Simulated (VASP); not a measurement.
# KBr (Fm-3m) in VASP: notebook

KBr is run at these levels: r2SCAN; tasks: single point.

Program: VASP 6.6.1. These are calculated values, not measurements. Logs are shortened: lines on timing, memory, paths and dates and some standing lists are left out, and cuts for length are marked.

## (1) The cell of the first run

Symmetry: Fm-3m, No. 225, cubic system. The conventional cell has a = 6.470 Å, b = 6.470 Å, c = 6.470 Å, α = 90.00°, β = 90.00°, γ = 90.00°. K (site symmetry m-3m) has 6 Br at 3.23 Å within 4.3 Å. Br (site symmetry m-3m) has 6 K at 3.23 Å within 4.3 Å.

## (2) Single point, r2SCAN (33.85 Å³/atom)

The input, POSCAR:

```
KBr
1.0
    0.0000000000      3.2348360868      3.2348360868
    3.2348360868      0.0000000000      3.2348360868
    3.2348360868      3.2348360868      0.0000000000
K Br
1 1
Direct
    0.0000000000      0.0000000000      0.0000000000
    0.5000000000      0.5000000000      0.5000000000
```

The input, INCAR.step1:

```
PREC     = Accurate       # precision mode
ENCUT    = 520            # plane-wave cutoff, eV
ISMEAR   = 0              # smearing method
SIGMA    = 0.01           # smearing width, eV
LREAL    = False          # projectors in reciprocal space
LASPH    = True           # aspherical terms in the spheres
NELM     = 80             # most SCF steps
NBANDS   = 15             # bands
GGA      = PE             # functional
ALGO     = Normal         # electronic algorithm
EDIFF    = 1E-4           # SCF threshold, eV
LWAVE    = True           # write WAVECAR
LCHARG   = False          # write CHGCAR
```

The input, INCAR.step2:

```
PREC     = Accurate       # precision mode
ENCUT    = 520            # plane-wave cutoff, eV
EDIFF    = 1E-6           # SCF threshold, eV
ISMEAR   = 0              # smearing method
SIGMA    = 0.01           # smearing width, eV
LREAL    = False          # projectors in reciprocal space
LASPH    = True           # aspherical terms in the spheres
NELM     = 80             # most SCF steps
ALGO     = Normal         # electronic algorithm
ISIF     = 2              # what is computed and relaxed
LWAVE    = False          # write WAVECAR
LCHARG   = False          # write CHGCAR
METAGGA  = R2SCAN         # meta-GGA
LMIXTAU  = True         
NBANDS   = 15             # bands
ISTART   = 1
```

The input, KPOINTS:

```
regular mesh
0
Gamma
  6 6 6
```

Potentials or basis: VASP PAW PBE potentials, release 64 (K_sv, Br).

Command:

```bash
> cat potpaw_PBE.64/K_sv/POTCAR potpaw_PBE.64/Br/POTCAR > POTCAR
> cp INCAR.step1 INCAR
> mpirun -np 1 vasp_std > vasp.out
> cp INCAR.step2 INCAR
> mpirun -np 1 vasp_std > vasp.out
```

OUTCAR:

```text
PREC = Accurate
   ENCUT = 520
   EDIFF = 1E-6
   ISMEAR = 0
   LREAL = False
   LASPH = True
   NELM = 80
   ISIF = 2
   METAGGA = R2SCAN
   ISTART = 1

 ion  position               nearest neighbor table
   1  0.000  0.000  0.000-   2 3.23   2 3.23   2 3.23   2 3.23   2 3.23   2 3.23
   2  0.500  0.500  0.500-   1 3.23   1 3.23   1 3.23   1 3.23   1 3.23   1 3.23

  LATTYP: Found a face centered cubic cell.
 ALAT       =     6.4696721736

  Lattice vectors:

 A1 = (   0.0000000000,   3.2348360868,   3.2348360868)
 A2 = (   3.2348360868,   0.0000000000,   3.2348360868)
 A3 = (   3.2348360868,   3.2348360868,   0.0000000000)

Analysis of symmetry for initial positions (statically):
=====================================================================
 Subroutine PRICEL returns:
 Original cell was already a primitive cell.

 Routine SETGRP: Setting up the symmetry group for a
 face centered cubic supercell.

 Subroutine GETGRP returns: Found 48 space group operations
 (whereof 48 operations were pure point group operations)
 out of a pool of 48 trial point group operations.

The static configuration has the point symmetry O_h .

Analysis of symmetry for dynamics (positions and initial velocities):
=====================================================================
 Subroutine PRICEL returns:
 Original cell was already a primitive cell.

 Routine SETGRP: Setting up the symmetry group for a
 face centered cubic supercell.

 Subroutine GETGRP returns: Found 48 space group operations
 (whereof 48 operations were pure point group operations)
 out of a pool of 48 trial point group operations.

The dynamic configuration has the point symmetry O_h .

 Subroutine INISYM returns: Found 48 space group operations
 (whereof 48 operations are pure point group operations),
 and found     1 'primitive' translations

----------------------------------------------------------------------------------------

                                     Primitive cell

  volume of cell :      67.6997

  direct lattice vectors                    reciprocal lattice vectors
     0.000000000  3.234836087  3.234836087    -0.154567337  0.154567337  0.154567337
     3.234836087  0.000000000  3.234836087     0.154567337 -0.154567337  0.154567337
     3.234836087  3.234836087  0.000000000     0.154567337  0.154567337 -0.154567337

  length of vectors
     4.574749066  4.574749066  4.574749066     0.267718481  0.267718481  0.267718481

  position of ions in fractional coordinates (direct lattice)
     0.000000000  0.000000000  0.000000000
     0.500000000  0.500000000  0.500000000

  ion indices of the primitive-cell ions
   primitive index   ion index
                 1           1
                 2           2

----------------------------------------------------------------------------------------

 KPOINTS: regular mesh

Automatic generation of k-mesh.
 Grid dimensions read from file:
 generate k-points for:    6    6    6

 Generating k-lattice:

  Cartesian coordinates                     Fractional coordinates (reciprocal lattice)
    -0.025761223  0.025761223  0.025761223     0.166666667  0.000000000  0.000000000
     0.025761223 -0.025761223  0.025761223     0.000000000  0.166666667  0.000000000
     0.025761223  0.025761223 -0.025761223     0.000000000  0.000000000  0.166666667

  Length of vectors
     0.044619747  0.044619747  0.044619747

  Shift w.r.t. Gamma in fractional coordinates (k-lattice)
     0.000000000  0.000000000  0.000000000

 Subroutine IBZKPT returns following result:
 ===========================================

 Found     16 irreducible k-points:

 Following reciprocal coordinates:
            Coordinates               Weight
  0.000000  0.000000  0.000000      1.000000
  0.166667  0.000000  0.000000      8.000000
  0.333333  0.000000  0.000000      8.000000
  0.500000  0.000000  0.000000      4.000000
  0.166667  0.166667  0.000000      6.000000
  0.333333  0.166667  0.000000     24.000000
[... 8 lines left out ...]
 -0.333333  0.333333  0.166667     24.000000
 -0.333333  0.500000  0.166667     12.000000
   k-points           NKPTS =     16   k-points in BZ     NKDIM =     16   number of bands    NBANDS=     15
   number of dos      NEDOS =    301   number of ions     NIONS =      2
   total plane-waves  NPLWV =  46656
   dimension x,y,z NGX =    36 NGY =   36 NGZ =   36
   dimension x,y,z NGXF=    72 NGYF=   72 NGZF=   72
   ions per type =               1   1
   NGX,Y,Z   is equivalent  to a cutoff of  13.08, 13.08, 13.08 a.u.
   NGXF,Y,Z  is equivalent  to a cutoff of  26.16, 26.16, 26.16 a.u.
 SYSTEM =  unknown system
   PREC   = accura    normal or accurate (medium, high low for compatibility)
   ISTART =      1    job   : 0-new  1-cont  2-samecut
   ICHARG =      0    charge: 1-file 2-atom 10-const
   ISPIN  =      1    spin polarized calculation?
   LNONCOLLINEAR =      F non collinear calculations
   LSORBIT =      F    spin-orbit coupling
   LASPH  =      T    aspherical Exc in radial PAW
   ENCUT  =  520.0 eV  38.22 Ry    6.18 a.u.   8.51  8.51  8.51*2*pi/ulx,y,z
   NELM   =     80;   NELMIN=  2; NELMDL=  0     # of ELM steps
   EDIFF  = 0.1E-05   stopping-criterion for ELM
   LREAL  =      F    real-space projection
   EDIFFG = 0.1E-04   stopping-criterion for IOM
   NSW    =      0    number of steps for IOM
   IBRION =     -1    ionic relax: 0-MD 1-quasi-New 2-CG
   NFREE  =      0    steps in history (QN), initial steepest desc. (CG)
   ISIF   =      2    stress and relaxation
   ISYM   =      2    0-nonsym 1-usesym 2-fastsym
   POTIM  = 0.5000    time-step for ionic-motion
   TEBEG  =    0.0;   TEEND  =   0.0 temperature during run
   PSTRESS=    0.0 pullay stress
   NELECT =      16.0000    total number of electrons
   NUPDOWN=      -1.0000    fix difference up-down
   EMIN   =  10.00;   EMAX   =-10.00  energy-range for DOS
   EFERMI =   0.00;   METHOD = LEGACY
   ISMEAR =     0;   SIGMA  =   0.01  broadening in eV -4-tet -1-fermi 0-gaus
   EFERMI_NEDOS =   21; number of points for ismear=-14 and -15
   IALGO  =     38    algorithm
   IMIX   =      4    mixing-type and parameters
     AMIX     =   0.40;   BMIX     =  1.00
     AMIX_MAG =   1.60;   BMIX_MAG =  1.00
  volume/ion in A,a.u.               =      33.85       228.43
  Fermi-wavevector in a.u.,A,eV,Ry     =   1.012168  1.912720 13.938948  1.024484
  Thomas-Fermi vector in A             =   2.145261
   LORBIT       =      0    0 simple, 1 ext, 2 COOP (PROOUT), +10 PAW based schemes
   METAGGA = R2SCAN    functional components
   LHFCALC =     F    Hartree Fock is set to
   AEXX    =    0.0000 exact exchange contribution
   IVDW    =     0    specifies the selected vdW correction
   LEPSILON=     F    determine dielectric tensor
   LRPA    =     F    only Hartree local field effects (RPA)
 non-spin polarized calculation
 Gauss-broadening in eV      SIGMA  =   0.01
  energy-cutoff  :      520.00
  volume of cell :       67.70
 maximum number of plane-waves:      1853
 NGX is ok and might be reduce to    36
   NGX = 17   NGY = 17   NGZ = 17

 number of electron      16.0000002 magnetization

 Free energy of the ion-electron system (eV)
  ---------------------------------------------------
  ext. energy  EPLUGINS =         0.00000000
  ---------------------------------------------------
  free energy    TOTEN  =       -23.23230053 eV

  energy without entropy =      -23.23230053  energy(sigma->0) =      -23.23230053

 E-fermi :  -1.8254     XC(G=0):  -8.0108

 val. band max:       -1.9013813981   @ k =   0.0000   0.0000   0.0000
 cond. band min:       3.3564620719   @ k =   0.0000   0.0000   0.0000
 fundamental gap:      5.2578434699
 Fermi energy:        -1.8254083354

 k-point     1 :       0.0000    0.0000    0.0000
  band No.  band energies     occupation
      1     -30.6612      2.00000
      2     -14.7089      2.00000
      3     -13.3728      2.00000
      4     -13.3728      2.00000
      5     -13.3728      2.00000
      6      -1.9014      2.00000
      7      -1.9014      2.00000
      8      -1.9014      2.00000
      9       3.3565      0.00000
     10       6.3339      0.00000
     11       6.3339      0.00000
     12       6.3340      0.00000
     13       7.3539      0.00000
     14       7.3539      0.00000
     15      10.3205      0.00000

 k-point     2 :       0.1667    0.0000    0.0000
  band No.  band energies     occupation
      1     -30.6593      2.00000
      2     -14.7626      2.00000
      3     -13.3741      2.00000
      4     -13.3741      2.00000
      5     -13.2958      2.00000
      6      -2.2944      2.00000
      7      -2.0027      2.00000
      8      -2.0027      2.00000
      9       4.0432      0.00000
     10       6.1706      0.00000
     11       6.6934      0.00000
     12       6.6935      0.00000
     13       7.7613      0.00000
     14       7.7613      0.00000
     15      11.3650      0.00000

 k-point     3 :       0.3333    0.0000    0.0000
  band No.  band energies     occupation
      1     -30.6555      2.00000
      2     -14.8564      2.00000
      3     -13.3768      2.00000
      4     -13.3768      2.00000
      5     -13.1542      2.00000
      6      -2.9243      2.00000
      7      -2.1925      2.00000
      8      -2.1925      2.00000
      9       5.0721      0.00000
     10       6.5758      0.00000
     11       7.6608      0.00000
     12       7.6608      0.00000
     13       8.7833      0.00000
     14       8.7833      0.00000
     15      10.8247      0.00000
[... 199 lines left out ...]
 k-point    15 :      -0.3333    0.3333    0.1667
  band No.  band energies     occupation
      1     -30.6519      2.00000
      2     -14.7521      2.00000
      3     -13.4335      2.00000
      4     -13.4171      2.00000
      5     -13.2292      2.00000
      6      -2.8061      2.00000
      7      -2.4831      2.00000
      8      -2.3437      2.00000
      9       5.9547      0.00000
     10       6.3324      0.00000
     11       7.7758      0.00000
     12       8.2988      0.00000
     13       9.3892      0.00000
     14       9.8392      0.00000
     15      10.3612      0.00000

 k-point    16 :      -0.3333    0.5000    0.1667
  band No.  band energies     occupation
      1     -30.6514      2.00000
      2     -14.6701      2.00000
      3     -13.4689      2.00000
      4     -13.4346      2.00000
      5     -13.3002      2.00000
      6      -2.6752      2.00000
      7      -2.4263      2.00000
      8      -2.3918      2.00000
      9       5.2020      0.00000
     10       7.1219      0.00000
     11       7.1373      0.00000
     12       8.4397      0.00000
     13       9.1266      0.00000
     14       9.8768      0.00000
     15      10.5185      0.00000

------------------------ aborting loop because EDIFF is reached ----------------------------------------

  FORCE on cell =-STRESS in cart. coord.  units (eV):
  Direction    XX          YY          ZZ          XY          YZ          ZX
  --------------------------------------------------------------------------------------
  -------------------------------------------------------------------------------------
  Total        0.5059201      0.5059201      0.5059201     -0.0000000      0.0000000      0.0000000
  in kB       11.9730735     11.9730735     11.9730735     -0.0000000      0.0000000      0.0000000
  external PRESSURE =      11.9730735 kB  Pullay stress =       0.0000000 kB

 VOLUME and BASIS-vectors are now :
 -----------------------------------------------------------------------------
  energy-cutoff  :      520.00
  volume of cell :       67.70
      direct lattice vectors                 reciprocal lattice vectors
     0.000000000  3.234836087  3.234836087    -0.154567337  0.154567337  0.154567337
     3.234836087  0.000000000  3.234836087     0.154567337 -0.154567337  0.154567337
     3.234836087  3.234836087  0.000000000     0.154567337  0.154567337 -0.154567337

 POSITION                                       TOTAL-FORCE (eV/Angst)
 -----------------------------------------------------------------------------------
      0.00000      0.00000      0.00000        -0.000000      0.000000     -0.000000
      3.23484      3.23484      3.23484         0.000000     -0.000000      0.000000
 -----------------------------------------------------------------------------------
    total drift:                                0.000000      0.000000      0.000000

  FREE ENERGIE OF THE ION-ELECTRON SYSTEM (eV)
  ---------------------------------------------------
  free  energy   TOTEN  =       -23.2323005272 eV

  energy  without entropy=      -23.2323005272  energy(sigma->0) =      -23.23230053
```

Run time: 2.4 min. Hardware: 1 thread of Intel Xeon 8259CL, shared host; peak memory 0.22 GiB.

What came out:

```yaml
Free_energy: -23.2323 eV
Pressure: 1.2 GPa
Band_gap_on_the_k_mesh: 5.26 eV
```

Caveat: the PAW data sets were made with another functional, which shifts forces and pressure a little.

## (3) Single point, r2SCAN (34.93 Å³/atom)

This run uses another cell than the first one, of 34.93 Å³/atom.

The input, POSCAR:

```
KBr
1.0
    0.0000000000      3.2688894955      3.2688894955
    3.2688894955      0.0000000000      3.2688894955
    3.2688894955      3.2688894955      0.0000000000
K Br
1 1
Direct
    0.0000000000      0.0000000000      0.0000000000
    0.5000000000      0.5000000000      0.5000000000
```

The input, INCAR.step1:

```
SYSTEM = KBr
PREC = Accurate
ENCUT = 520
ISMEAR = 0
SIGMA = 0.01
LREAL = .FALSE.
LASPH = .TRUE.
NELM = 100
NBANDS = 15
GGA = PE
ALGO = Normal
EDIFF = 1E-4
LWAVE = .TRUE.
LCHARG = .FALSE.
```

The input, INCAR.step2:

```
SYSTEM = KBr
PREC = Accurate
ENCUT = 520
EDIFF = 1E-6
ISMEAR = 0
SIGMA = 0.01
LREAL = .FALSE.
LASPH = .TRUE.
NELM = 100
ALGO = Normal
ISIF = 2
LWAVE = .FALSE.
LCHARG = .FALSE.
METAGGA = R2SCAN
LMIXTAU = .TRUE.
NBANDS = 15
ISTART = 1
```

The input, KPOINTS:

```
Automatic mesh
0
G
  6 6 6
  0 0 0
```

Potentials or basis: VASP PAW PBE potentials, release 64 (K_sv, Br).

Command:

```bash
> cat potpaw_PBE.64/K_sv/POTCAR potpaw_PBE.64/Br/POTCAR > POTCAR
> cp INCAR.step1 INCAR
> mpirun -np 1 vasp_std > vasp.out
> cp INCAR.step2 INCAR
> mpirun -np 1 vasp_std > vasp.out
```

OUTCAR:

```text
SYSTEM = KBr
   PREC = Accurate
   ENCUT = 520
   EDIFF = 1E-6
   ISMEAR = 0
   LREAL = .FALSE.
   LASPH = .TRUE.
   NELM = 100
   ISIF = 2
   METAGGA = R2SCAN
   ISTART = 1

 ion  position               nearest neighbor table
   1  0.000  0.000  0.000-   2 3.27   2 3.27   2 3.27   2 3.27   2 3.27   2 3.27
   2  0.500  0.500  0.500-   1 3.27   1 3.27   1 3.27   1 3.27   1 3.27   1 3.27

  LATTYP: Found a face centered cubic cell.
 ALAT       =     6.5377789910

  Lattice vectors:

 A1 = (   0.0000000000,   3.2688894955,   3.2688894955)
 A2 = (   3.2688894955,   0.0000000000,   3.2688894955)
 A3 = (   3.2688894955,   3.2688894955,   0.0000000000)

Analysis of symmetry for initial positions (statically):
=====================================================================
 Subroutine PRICEL returns:
 Original cell was already a primitive cell.

 Routine SETGRP: Setting up the symmetry group for a
 face centered cubic supercell.

 Subroutine GETGRP returns: Found 48 space group operations
 (whereof 48 operations were pure point group operations)
 out of a pool of 48 trial point group operations.

The static configuration has the point symmetry O_h .

[... 166 lines left out ...]
      6      -2.0343      2.00000
      7      -2.0342      2.00000
      8      -2.0342      2.00000
      9       3.1281      0.00000
     10       6.2032      0.00000
     11       6.2032      0.00000
     12       6.2032      0.00000
     13       7.2023      0.00000
     14       7.2023      0.00000
[... 257 lines left out ...]
      2     -14.7643      2.00000
      3     -13.6500      2.00000
      4     -13.6200      2.00000
      5     -13.4979      2.00000
      6      -2.7772      2.00000
      7      -2.5296      2.00000
      8      -2.5043      2.00000
      9       5.0765      0.00000
     10       6.8575      0.00000
     11       6.9227      0.00000
     12       8.1830      0.00000
     13       8.9048      0.00000
     14       9.6444      0.00000
     15      10.2258      0.00000

------------------------ aborting loop because EDIFF is reached ----------------------------------------

  FORCE on cell =-STRESS in cart. coord.  units (eV):
  Direction    XX          YY          ZZ          XY          YZ          ZX
  --------------------------------------------------------------------------------------
  -------------------------------------------------------------------------------------
  Total        0.2445077      0.2445077      0.2445077     -0.0000000      0.0000000      0.0000000
  in kB        5.6075394      5.6075394      5.6075394     -0.0000000      0.0000000      0.0000000
  external PRESSURE =       5.6075394 kB  Pullay stress =       0.0000000 kB

 VOLUME and BASIS-vectors are now :
 -----------------------------------------------------------------------------
  energy-cutoff  :      520.00
  volume of cell :       69.86
      direct lattice vectors                 reciprocal lattice vectors
     0.000000000  3.268889495  3.268889495    -0.152957144  0.152957144  0.152957144
     3.268889495  0.000000000  3.268889495     0.152957144 -0.152957144  0.152957144
     3.268889495  3.268889495  0.000000000     0.152957144  0.152957144 -0.152957144

 POSITION                                       TOTAL-FORCE (eV/Angst)
 -----------------------------------------------------------------------------------
      0.00000      0.00000      0.00000         0.000000      0.000000     -0.000000
      3.26889      3.26889      3.26889        -0.000000     -0.000000      0.000000
 -----------------------------------------------------------------------------------
    total drift:                                0.000000      0.000000      0.000000

  FREE ENERGIE OF THE ION-ELECTRON SYSTEM (eV)
  ---------------------------------------------------
  free  energy   TOTEN  =       -23.2444223938 eV

  energy  without entropy=      -23.2444223938  energy(sigma->0) =      -23.24442239
```

OSZICAR.step1:

```text
N       E                     dE             d eps       ncg     rms          rms(c)
DAV:   1     0.997638163870E+02    0.99764E+02   -0.68151E+03   480   0.932E+02
DAV:   2    -0.238583224288E+00   -0.10000E+03   -0.92829E+02   634   0.234E+02
DAV:   3    -0.612009469572E+01   -0.58815E+01   -0.58505E+01   641   0.495E+01
DAV:   4    -0.636705267283E+01   -0.24696E+00   -0.24690E+00   750   0.872E+00
DAV:   5    -0.636897140277E+01   -0.19187E-02   -0.19187E-02   662   0.903E-01    0.327E+00
DAV:   6    -0.620292030866E+01    0.16605E+00   -0.21089E-01   606   0.224E+00    0.239E+00
DAV:   7    -0.619258614439E+01    0.10334E-01   -0.10942E-01   648   0.178E+00    0.105E+00
DAV:   8    -0.620115740751E+01   -0.85713E-02   -0.12250E-02   547   0.795E-01    0.109E-01
DAV:   9    -0.620195014465E+01   -0.79274E-03   -0.73817E-04   627   0.169E-01    0.770E-02
DAV:  10    -0.620221810645E+01   -0.26796E-03   -0.25821E-04   493   0.935E-02    0.104E-02
DAV:  11    -0.620223478267E+01   -0.16676E-04   -0.20385E-05   471   0.291E-02
   1 F= -.62022348E+01 E0= -.62022348E+01  d E =-.583475E-18
```

Run time: 1.9 min. Hardware: 1 thread of Intel Xeon 8259CL, shared host; peak memory 0.22 GiB.

Results:

```
Free energy            : -23.2444 eV
Pressure               : 0.6 GPa
Band gap on the k mesh : 5.16 eV
```

Caveat: the PAW data sets were made with another functional, which shifts forces and pressure a little.

(Part 1 of 2 ends here.)
